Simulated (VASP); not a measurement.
Here is a VASP 6.6.1 calculation.

The input INCAR:

```
PREC = Accurate ; ENCUT = 520
EDIFF = 1E-6 ; ISMEAR = -1
SIGMA = 0.06122561905347299 ; LREAL = False
LASPH = True ; NELM = 60
ALGO = Normal ; ISIF = 2
LWAVE = False ; LCHARG = False
GGA = PE ; NBANDS = 8
```

The input KPOINTS:

```
regular mesh
0
Gamma
  60 60 60
```

POSCAR

```
N
1.0
    0.0000000000      1.5814258879      1.5814258879
    1.5814258879      0.0000000000      1.5814258879
    1.5814258879      1.5814258879      0.0000000000
N
1
Direct
    0.0000000000      0.0000000000      0.0000000000
```

Potentials or basis: VASP PAW PBE potentials, release 64 (N).

Launch:

```console
$ cat potpaw_PBE.64/N/POTCAR > POTCAR
$ mpirun -np 1 vasp_std > vasp.out
```

Q: What does it give for the pressure?

A: -6.8 GPa.

Q: What does it give for the band gap on the k mesh?

A: Zero (an odd number of electrons rules out a gap without spin polarisation).

Caveat: the cell stands under tension.
